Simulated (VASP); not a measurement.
Here is a VASP 6.6.1 calculation.

Contents of INCAR:

```
  PREC = Accurate
  ENCUT = 600
  EDIFF = 1E-6
  ISMEAR = 0
  SIGMA = 0.02
  LREAL = False
  LASPH = True
  NELM = 150
  ALGO = Normal
  ISIF = 4
  LWAVE = False
  LCHARG = False
  ISPIN = 2
  MAGMOM = 3.9 0.17
  LORBIT = 11
  LMAXMIX = 4
  LDAU = True
  LDAUTYPE = 2
  LDAUL = 2 -1
  LDAUU = 5.3 0
  LDAUJ = 0 0
  LDAUPRINT = 1
  GGA = PE
  IBRION = 2
  NSW = 50
  EDIFFG = -0.01
```

The input KPOINTS:

```
regular mesh
0
Gamma
  12 12 12
```

POSCAR

```
FeO
1.0
    1.6143926900      0.9320700542      2.5352231033
   -1.6143926900      0.9320700542      2.5352231033
    0.0000000000     -1.8641401082      2.5352231033
Fe O
1 1
Direct
    0.0000000000      0.0000000000      0.0000000000
    0.5000000000      0.5000000000      0.5000000000
```

Potentials or basis: VASP PAW PBE potentials, release 64 (Fe, O).

Launch:

```console
$ cat potpaw_PBE.64/Fe/POTCAR potpaw_PBE.64/O/POTCAR > POTCAR
$ mpirun -np 1 vasp_std > vasp.out
```

Task: Estimate the net moment.

Result: 4.00 μB per cell.

Task: Predict the band gap on the k mesh.

Result: Zero (filled and empty bands overlap).

Task: Estimate the site moments.

Result: Fe +3.85; O +0.15 μB.

The path:
```tsv
step	energy change (eV)	largest force (eV/Å)	pressure (GPa)	volume (Å³)
1	0.0000	0.0000	-16.05	22.89
2	-0.0023	0.0000	-15.99	22.89
3	-0.0037	0.0000	-15.98	22.89
4	-0.0038	0.0000	-16.00	22.89
```

Caveat: a cell with one magnetic atom can't hold antiferromagnetic order, which such compounds often take. The state reached can hang on the start; a lower one may exist.
